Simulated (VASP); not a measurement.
Runs of VASP 6.6.1 on WSe2. The structure is that of space group P6_3/mmc (No. 194), or close to it. The cells are those of the table. 

| level | cell | smearing | gap on the mesh (eV) | pressure (GPa) | largest force (eV/Å) |
| --- | --- | --- | --- | --- | --- |
| r2SCAN | a = 3.201, b = 3.201, c = 12.754 Å, angles 90.0, 90.0, 120.0°, 6 atoms | gaussian 0.01 eV | 1.03 | 9.2 | 0.01 |
| PBE | a = 3.366, b = 3.366, c = 13.412 Å, angles 90.0, 90.0, 120.0°, 6 atoms | fermi-dirac 0.02 eV | (a) | (b) | (c) |
| PBE | a = 3.432, b = 3.432, c = 13.675 Å, angles 90.0, 90.0, 120.0°, 6 atoms | fermi-dirac 0.02 eV | 0.69 | -2.6 | (d) |
| r2SCAN | a = 3.168, b = 3.168, c = 12.623 Å, angles 90.0, 90.0, 120.0°, 6 atoms | gaussian 0.01 eV | 0.97 | 12.6 | 0.02 |
| PBE | a = 3.399, b = 3.399, c = 13.543 Å, angles 90.0, 90.0, 120.0°, 6 atoms | fermi-dirac 0.02 eV | 0.83 | -1.3 | 0.28 |

Alike in all rows: task single point; potentials or basis VASP PAW PBE potentials, release 64 (W_sv, Se); no spin polarisation; k mesh 12 × 12 × 2; cutoff (eV) 520.

Question: Estimate the missing entries.

Answer: (a) 0.98; (b) 0.1; (c) 0.29; (d) 0.27.

Caveats: spin-orbit coupling is left out, which moves the levels of the heavy elements; this functional lacks dispersion, which binds the layers, so the pressure and a relaxed spacing across them are unreliable (some runs); the PAW data sets were made with another functional, which shifts forces and pressure a little (some runs).

A k mesh can miss the band edges, and the runs leave out spin-orbit coupling on Se, W.
